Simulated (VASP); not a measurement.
A run of VASP 6.6.1:

File INCAR:

```
PREC = Accurate ; ENCUT = 520
EDIFF = 1E-6 ; ISMEAR = -1
SIGMA = 0.05 ; LREAL = Auto
LASPH = True ; NELM = 60
ALGO = Normal ; ISIF = 2
LWAVE = False ; LCHARG = False
GGA = PE ; NBANDS = 54
```

Contents of KPOINTS:

```
regular mesh
0
Gamma
  2 2 1
```

The input POSCAR:

```
C18Se
1.0
    7.3980000000      0.0000000000      0.0000000000
   -3.6990000000      6.4068560000      0.0000000000
    0.0000000000      0.0000000000     12.0000000000
C Se
18 1
Direct
    0.0026640706      0.0071902662      0.0784564167
    0.2251955654      0.1181226798      0.0764847500
    0.0027576626      0.3398662308      0.0803330000
    0.2234876987      0.4499840483      0.0803574167
    0.0023482636      0.6721585439      0.0768859167
    0.2242477593      0.7833895440      0.0780828333
    0.3367754212      0.0072331889      0.0775630000
    0.5572173514      0.1178485984      0.0822733333
    0.3361708885      0.3399389654      0.0790528333
    0.5589532022      0.4501480914      0.0794169167
    0.3318234174      0.6715949289      0.0851517500
    0.5572005964      0.7818480703      0.1009400000
    0.6703975418      0.0086758622      0.0932854167
    0.8927919010      0.1177568218      0.0832617500
    0.6695772491      0.3398779370      0.0794169167
    0.8917176941      0.4509839147      0.0799751667
    0.6720590623      0.6715501332      0.0842551667
    0.8912135594      0.7832311199      0.0781790833
    0.5655224826      0.8157600233      0.2766276667
```

Potentials or basis: VASP PAW PBE potentials, release 64 (C, Se).

Run with:

```sh
$ cat potpaw_PBE.64/C/POTCAR potpaw_PBE.64/Se/POTCAR > POTCAR
$ mpirun -np 1 vasp_std > vasp.out
```

Hardware: 1 thread of Intel(R) Xeon(R) Platinum 8259CL CPU @ 2.50GHz (Skylake/Cascade Lake) (shared host).

Q: Estimate the wall time of this run.

A: Run time: 6.1 min on 1 thread of Intel(R) Xeon(R) Platinum 8259CL CPU @ 2.50GHz (Skylake/Cascade Lake), with other jobs on the host, peak memory 0.58 GiB. Counts: scf iterations 24, k points 4.
